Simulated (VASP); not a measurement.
# Ba (Im-3m) in VASP: a series of runs

Ba is run at these levels: PBEsol; tasks: single point.

Everything below comes from runs of VASP 6.6.1. Logs are shortened: lines on timing, memory, paths and dates and some standing lists are left out, and cuts for length are marked.

## Step 1: The cell of the first run

The structure is cubic, space group Im-3m (No. 229). The conventional cell has a = 4.869 Å, b = 4.869 Å, c = 4.869 Å, α = 90.00°, β = 90.00°, γ = 90.00°. Within 5.5 Å of Ba (site symmetry m-3m) lie 14 Ba at 4.22 to 4.87 Å.

## Step 2: Single point, PBEsol

Contents of INCAR:

```
  ALGO = Normal
  EDIFF = 1E-6
  ENCUT = 520
  GGA = PS
  ISIF = 2
  ISMEAR = 0
  LASPH = T
  LCHARG = T
  LELF = T
  LREAL = F
  LVHAR = T
  LWAVE = F
  NBANDS = 11
  NELM = 100
  PREC = Accurate
  SIGMA = 0.1
```

Contents of KPOINTS:

```
k-points
0
Gamma
  12 12 12
```

Contents of POSCAR:

```
Ba
1.0
   -2.4343261438      2.4343261438      2.4343261438
    2.4343261438     -2.4343261438      2.4343261438
    2.4343261438      2.4343261438     -2.4343261438
Ba
1
Direct
    0.0000000000      0.0000000000      0.0000000000
```

Potentials or basis: VASP PAW PBE potentials, release 64 (Ba_sv).

The run is started by

```sh
> cat potpaw_PBE.64/Ba_sv/POTCAR > POTCAR
> mpirun -np 1 vasp_std > vasp.out
```

OUTCAR:

```text
EDIFF = 1E-6
   ENCUT = 520
   GGA = PS
   ISIF = 2
   ISMEAR = 0
   LASPH = T
   LREAL = F
   NELM = 100
   PREC = Accurate

 ion  position               nearest neighbor table
   1  0.000  0.000  0.000-

  LATTYP: Found a body centered cubic cell.
 ALAT       =     4.8686522876

  Lattice vectors:

 A1 = (  -2.4343261438,   2.4343261438,   2.4343261438)
 A2 = (   2.4343261438,  -2.4343261438,   2.4343261438)
 A3 = (   2.4343261438,   2.4343261438,  -2.4343261438)

Analysis of symmetry for initial positions (statically):
=====================================================================
 Subroutine PRICEL returns:
 Original cell was already a primitive cell.

 Routine SETGRP: Setting up the symmetry group for a
 body centered cubic supercell.

 Subroutine GETGRP returns: Found 48 space group operations
[... 9 lines left out ...]

 Routine SETGRP: Setting up the symmetry group for a
 body centered cubic supercell.

 Subroutine GETGRP returns: Found 48 space group operations
[... 11 lines left out ...]
                                     Primitive cell

  volume of cell :      57.7027

  direct lattice vectors                    reciprocal lattice vectors
    -2.434326144  2.434326144  2.434326144     0.000000000  0.205395650  0.205395650
     2.434326144 -2.434326144  2.434326144     0.205395650  0.000000000  0.205395650
     2.434326144  2.434326144 -2.434326144     0.205395650  0.205395650  0.000000000

  length of vectors
     4.216376563  4.216376563  4.216376563     0.290473314  0.290473314  0.290473314

  position of ions in fractional coordinates (direct lattice)
     0.000000000  0.000000000  0.000000000

  ion indices of the primitive-cell ions
   primitive index   ion index
                 1           1

----------------------------------------------------------------------------------------

 KPOINTS: k-points

Automatic generation of k-mesh.
 Grid dimensions read from file:
 generate k-points for:   12   12   12

 Generating k-lattice:

  Cartesian coordinates                     Fractional coordinates (reciprocal lattice)
     0.000000000  0.017116304  0.017116304     0.083333333  0.000000000  0.000000000
     0.017116304  0.000000000  0.017116304     0.000000000  0.083333333  0.000000000
     0.017116304  0.017116304  0.000000000     0.000000000  0.000000000  0.083333333

  Length of vectors
     0.024206109  0.024206109  0.024206109

  Shift w.r.t. Gamma in fractional coordinates (k-lattice)
     0.000000000  0.000000000  0.000000000

 Subroutine IBZKPT returns following result:
 ===========================================

 Found     72 irreducible k-points:

 Following reciprocal coordinates:
            Coordinates               Weight
  0.000000  0.000000  0.000000      1.000000
  0.083333  0.000000  0.000000     12.000000
  0.166667  0.000000  0.000000     12.000000
  0.250000  0.000000  0.000000     12.000000
  0.333333  0.000000  0.000000     12.000000
  0.416667  0.000000  0.000000     12.000000
[... 16 lines left out ...]
  0.333333  0.083333  0.083333     24.000000
  0.416667  0.083333  0.083333     12.000000
 [... further k-points ...]
   k-points           NKPTS =     72   k-points in BZ     NKDIM =     72   number of bands    NBANDS=     11
   number of dos      NEDOS =    301   number of ions     NIONS =      1
   total plane-waves  NPLWV =  32768
   dimension x,y,z NGX =    32 NGY =   32 NGZ =   32
   dimension x,y,z NGXF=    64 NGYF=   64 NGZF=   64
   ions per type =               1
   NGX,Y,Z   is equivalent  to a cutoff of  12.62, 12.62, 12.62 a.u.
   NGXF,Y,Z  is equivalent  to a cutoff of  25.23, 25.23, 25.23 a.u.
 SYSTEM =  unknown system
   PREC   = accura    normal or accurate (medium, high low for compatibility)
   ISTART =      0    job   : 0-new  1-cont  2-samecut
   ICHARG =      2    charge: 1-file 2-atom 10-const
   ISPIN  =      1    spin polarized calculation?
   LNONCOLLINEAR =      F non collinear calculations
   LSORBIT =      F    spin-orbit coupling
   LASPH  =      T    aspherical Exc in radial PAW
   ENCUT  =  520.0 eV  38.22 Ry    6.18 a.u.   7.84  7.84  7.84*2*pi/ulx,y,z
   NELM   =    100;   NELMIN=  2; NELMDL= -5     # of ELM steps
   EDIFF  = 0.1E-05   stopping-criterion for ELM
   LREAL  =      F    real-space projection
   EDIFFG = 0.1E-04   stopping-criterion for IOM
   NSW    =      0    number of steps for IOM
   IBRION =     -1    ionic relax: 0-MD 1-quasi-New 2-CG
   NFREE  =      0    steps in history (QN), initial steepest desc. (CG)
   ISIF   =      2    stress and relaxation
   ISYM   =      2    0-nonsym 1-usesym 2-fastsym
   POTIM  = 0.5000    time-step for ionic-motion
   TEBEG  =    0.0;   TEEND  =   0.0 temperature during run
   PSTRESS=    0.0 pullay stress
   NELECT =      10.0000    total number of electrons
   NUPDOWN=      -1.0000    fix difference up-down
   EMIN   =  10.00;   EMAX   =-10.00  energy-range for DOS
   EFERMI =   0.00;   METHOD = LEGACY
   ISMEAR =     0;   SIGMA  =   0.10  broadening in eV -4-tet -1-fermi 0-gaus
   EFERMI_NEDOS =   21; number of points for ismear=-14 and -15
   IALGO  =     38    algorithm
   IMIX   =      4    mixing-type and parameters
     AMIX     =   0.40;   BMIX     =  1.00
     AMIX_MAG =   1.60;   BMIX_MAG =  1.00
  volume/ion in A,a.u.               =      57.70       389.40
  Fermi-wavevector in a.u.,A,eV,Ry     =   0.912731  1.724811 11.334709  0.833078
  Thomas-Fermi vector in A             =   2.037161
   LORBIT       =      0    0 simple, 1 ext, 2 COOP (PROOUT), +10 PAW based schemes
   GGA     = PS    functional components
   LHFCALC =     F    Hartree Fock is set to
   AEXX    =    0.0000 exact exchange contribution
   IVDW    =     0    specifies the selected vdW correction
   LEPSILON=     F    determine dielectric tensor
   LRPA    =     F    only Hartree local field effects (RPA)
 non-spin polarized calculation
 Gauss-broadening in eV      SIGMA  =   0.10
  energy-cutoff  :      520.00
  volume of cell :       57.70
 maximum number of plane-waves:      1568
   NGX = 15   NGY = 15   NGZ = 15

 number of electron      10.0000001 magnetization

 Free energy of the ion-electron system (eV)
  ---------------------------------------------------
  ext. energy  EPLUGINS =         0.00000000
  ---------------------------------------------------
  free energy    TOTEN  =        -2.15160103 eV

  energy without entropy =       -2.14523413  energy(sigma->0) =       -2.14841758

 E-fermi :   1.8294     XC(G=0):  -7.7976

 val. band max:        1.8039695998   @ k =  -0.3333   0.5000   0.1667
 cond. band min:       1.8421743884   @ k =  -0.3333   0.4167   0.2500
 fundamental gap:      0.0382047885
 Fermi energy:         1.8293626706

 k-point     1 :       0.0000    0.0000    0.0000
  band No.  band energies     occupation
      1     -26.8827      2.00000
      2     -11.7549      2.00000
      3     -11.7549      2.00000
      4     -11.7549      2.00000
      5      -0.9747      2.00000
      6       3.7401      0.00000
      7       3.7401      0.00000
      8       3.7401      0.00000
      9       5.2995      0.00000
     10       5.2995      0.00000
     11       9.0270      0.00000

 k-point     2 :       0.0833    0.0000    0.0000
  band No.  band energies     occupation
      1     -26.8784      2.00000
      2     -11.8000      2.00000
      3     -11.7684      2.00000
      4     -11.7552      2.00000
      5      -0.8294      2.00000
      6       3.6208      0.00000
      7       3.6785      0.00000
      8       3.8882      0.00000
      9       5.1003      0.00000
     10       5.2870      0.00000
     11       9.1967      0.00000

 k-point     3 :       0.1667    0.0000    0.0000
  band No.  band energies     occupation
      1     -26.8668      2.00000
      2     -11.9200      2.00000
      3     -11.8050      2.00000
      4     -11.7562      2.00000
      5      -0.4271      2.00000
      6       3.3346      0.00000
      7       3.4140      0.00000
      8       4.3249      0.00000
      9       4.9203      0.00000
     10       5.2841      0.00000
     11       9.5556      0.00000

 k-point     4 :       0.2500    0.0000    0.0000
  band No.  band energies     occupation
      1     -26.8508      2.00000
      2     -12.0768      2.00000
      3     -11.8541      2.00000
      4     -11.7576      2.00000
      5       0.1221      2.00000
      6       3.0085      0.00000
      7       3.0484      0.00000
      8       5.0263      0.00000
      9       5.0299      0.00000
     10       5.3535      0.00000
     11       9.4933      0.00000

 k-point     5 :       0.3333    0.0000    0.0000
  band No.  band energies     occupation
      1     -26.8347      2.00000
      2     -12.2266      2.00000
      3     -11.9024      2.00000
      4     -11.7591      2.00000
      5       0.6079      2.00000
      6       2.7320      0.00000
      7       2.9190      0.00000
      8       5.2405      0.00000
      9       5.5293      0.00000
     10       5.9452      0.00000
     11       8.7842      0.00000

 k-point     6 :       0.4167    0.0000    0.0000
  band No.  band energies     occupation
      1     -26.8229      2.00000
      2     -12.3321      2.00000
      3     -11.9371      2.00000
      4     -11.7602      2.00000
      5       0.8284      2.00000
      6       2.5520      0.00000
      7       3.1627      0.00000
      8       5.3279      0.00000
      9       5.7791      0.00000
     10       6.9600      0.00000
     11       8.0684      0.00000

 k-point     7 :       0.5000    0.0000    0.0000
  band No.  band energies     occupation
      1     -26.8186      2.00000
      2     -12.3700      2.00000
      3     -11.9498      2.00000
      4     -11.7606      2.00000
      5       0.8662      2.00000
      6       2.4900      0.00000
      7       3.3786      0.00000
      8       5.2906      0.00000
      9       5.9261      0.00000
     10       7.5594      0.00000
     11       7.7523      0.00000

 k-point     8 :       0.0833    0.0833    0.0000
  band No.  band energies     occupation
      1     -26.8705      2.00000
      2     -11.8825      2.00000
      3     -11.7834      2.00000
      4     -11.7660      2.00000
      5      -0.5542      2.00000
      6       3.4476      0.00000
      7       3.4748      0.00000
      8       4.1983      0.00000
      9       4.8585      0.00000
     10       5.3522      0.00000
     11       9.4027      0.00000
[... 141 lines left out ...]
 k-point    19 :       0.3333    0.3333    0.0000
  band No.  band energies     occupation
      1     -26.8105      2.00000
      2     -12.1823      2.00000
      3     -12.1823      2.00000
      4     -11.8335      2.00000
      5       1.9066      0.27484
      6       2.4569      0.00000
      7       2.4569      0.00000
      8       5.6286      0.00000
      9       5.6286      0.00000
     10       6.9943      0.00000
     11       9.0516      0.00000

 k-point    20 :       0.0833    0.0833    0.0833
  band No.  band energies     occupation
      1     -26.8602      2.00000
      2     -11.9962      2.00000
      3     -11.7869      2.00000
      4     -11.7869      2.00000
      5      -0.1776      2.00000
      6       3.1386      0.00000
      7       3.1386      0.00000
      8       4.7754      0.00000
      9       5.1584      0.00000
     10       5.1584      0.00000
     11       9.5483      0.00000

 k-point    21 :       0.1667    0.0833    0.0833
  band No.  band energies     occupation
      1     -26.8460      2.00000
      2     -12.1206      2.00000
      3     -11.8423      2.00000
      4     -11.7918      2.00000
      5       0.3641      2.00000
      6       2.8195      0.00000
      7       2.8320      0.00000
      8       5.1710      0.00000
      9       5.4115      0.00000
     10       5.5467      0.00000
     11       9.8170      0.00000

 k-point    22 :       0.2500    0.0833    0.0833
  band No.  band energies     occupation
      1     -26.8317      2.00000
      2     -12.2298      2.00000
      3     -11.9084      2.00000
      4     -11.7967      2.00000
      5       0.8848      2.00000
      6       2.6015      0.00000
      7       2.6957      0.00000
      8       5.3355      0.00000
      9       5.6358      0.00000
     10       6.4359      0.00000
     11       9.1414      0.00000

 k-point    23 :       0.3333    0.0833    0.0833
  band No.  band energies     occupation
      1     -26.8213      2.00000
      2     -12.3037      2.00000
      3     -11.9602      2.00000
      4     -11.8004      2.00000
      5       1.1325      2.00000
      6       2.4605      0.00000
      7       2.9425      0.00000
      8       5.4460      0.00000
      9       5.8488      0.00000
     10       7.2855      0.00000
     11       8.4702      0.00000

 k-point    24 :       0.4167    0.0833    0.0833
  band No.  band energies     occupation
      1     -26.8174      2.00000
      2     -12.3297      2.00000
      3     -11.9796      2.00000
      4     -11.8017      2.00000
      5       1.1711      2.00000
      6       2.4131      0.00000
      7       3.1710      0.00000
      8       5.4315      0.00000
      9       5.9543      0.00000
     10       7.8527      0.00000
     11       8.0710      0.00000

 [... further k-points ...]

------------------------ aborting loop because EDIFF is reached ----------------------------------------

  FORCE on cell =-STRESS in cart. coord.  units (eV):
  Direction    XX          YY          ZZ          XY          YZ          ZX
  --------------------------------------------------------------------------------------
  -------------------------------------------------------------------------------------
  Total        0.0459052      0.0459052      0.0459052     -0.0000000      0.0000000      0.0000000
  in kB        1.2746056      1.2746056      1.2746056     -0.0000000      0.0000000      0.0000000
  external PRESSURE =       1.2746056 kB  Pullay stress =       0.0000000 kB

 VOLUME and BASIS-vectors are now :
 -----------------------------------------------------------------------------
  energy-cutoff  :      520.00
  volume of cell :       57.70
      direct lattice vectors                 reciprocal lattice vectors
    -2.434326144  2.434326144  2.434326144     0.000000000  0.205395650  0.205395650
     2.434326144 -2.434326144  2.434326144     0.205395650  0.000000000  0.205395650
     2.434326144  2.434326144 -2.434326144     0.205395650  0.205395650  0.000000000

 POSITION                                       TOTAL-FORCE (eV/Angst)
 -----------------------------------------------------------------------------------
      0.00000      0.00000      0.00000        -0.000000     -0.000000     -0.000000
 -----------------------------------------------------------------------------------
    total drift:                                0.000000      0.000000     -0.000000

  FREE ENERGIE OF THE ION-ELECTRON SYSTEM (eV)
  ---------------------------------------------------
  free  energy   TOTEN  =        -2.1516010329 eV

  energy  without entropy=       -2.1452341302  energy(sigma->0) =       -2.14841758
```

Run time: 45 s. Hardware: 1 thread of AMD EPYC 7R43 (Zen 3), shared host; peak memory 0.16 GiB.

What came out:

- Free energy: -2.1516 eV
- Pressure: 0.1 GPa
- Band gap on the k mesh: zero (band 5 reaches 2.43 eV, above the bottom of band 6 at 1.16 eV)

Levels at points of the mesh, in eV from the Fermi level:
| k point | band 1 | band 2 | band 3 | band 4 | band 5 | band 6 | band 7 | band 8 | band 9 | band 10 |
| --- | --- | --- | --- | --- | --- | --- | --- | --- | --- | --- |
| (0.00, 0.00, 0.00) | -28.71 | -13.58 | -13.58 | -13.58 | -2.80 | 1.91 | 1.91 | 1.91 | 3.47 | 3.47 |
| (0.50, 0.00, 0.00) | -28.65 | -14.20 | -13.78 | -13.59 | -0.96 | 0.66 | 1.55 | 3.46 | 4.10 | 5.73 |
| (0.50, 0.50, 0.50) | -28.60 | -14.01 | -14.01 | -14.01 | -0.67 | -0.67 | 4.79 | 4.79 | 4.79 | 5.16 |

Caveat: the PAW data sets were made with another functional, which shifts forces and pressure a little; spin-orbit coupling is left out, which moves the levels of the heavy elements.

## Step 3: Single point, PBEsol (volume scaled by 1.03)

Contents of INCAR:

```
PREC = Accurate ; ENCUT = 520
EDIFF = 1E-6 ; ISMEAR = 0
SIGMA = 0.1 ; LREAL = F
LASPH = T ; NELM = 80
ALGO = Normal ; ISIF = 2
LWAVE = F ; LCHARG = T
GGA = PS ; LELF = T
LVHAR = T ; NBANDS = 11
```

Contents of KPOINTS:

```
Automatic mesh
0
Gamma
  12 12 12
```

Contents of POSCAR:

```
Ba
1.0
   -2.4584299504      2.4584299504      2.4584299504
    2.4584299504     -2.4584299504      2.4584299504
    2.4584299504      2.4584299504     -2.4584299504
Ba
1
Direct
    0.0000000000      0.0000000000      0.0000000000
```

Potentials or basis: VASP PAW PBE potentials, release 64 (Ba_sv).

The run is started by

```sh
> cat potpaw_PBE.64/Ba_sv/POTCAR > POTCAR
> mpirun -np 1 vasp_std > vasp.out
```

It took 44 s on 1 thread of AMD EPYC 7R43 (Zen 3), shared host; peak memory 0.16 GiB.

It converged, with:

```yaml
Free_energy: -2.1515 eV
Pressure: -0.1 GPa
Band_gap_on_the_k_mesh: zero (band 5 reaches 2.30 eV, above the bottom of band 6 at 1.11 eV)
```

Levels at points of the mesh, in eV from the Fermi level:
```csv
k point,band 3,band 4,band 5,band 6,band 7,band 8
"(0.00, 0.00, 0.00)",-13.65,-13.65,-2.79,1.88,1.88,1.88
"(0.50, 0.00, 0.00)",-13.83,-13.66,-0.94,0.67,1.45,3.37
"(0.50, 0.50, 0.50)",-14.04,-14.04,-0.62,-0.62,4.63,4.63
```

Caveat: the PAW data sets were made with another functional, which shifts forces and pressure a little; spin-orbit coupling is left out, which moves the levels of the heavy elements.
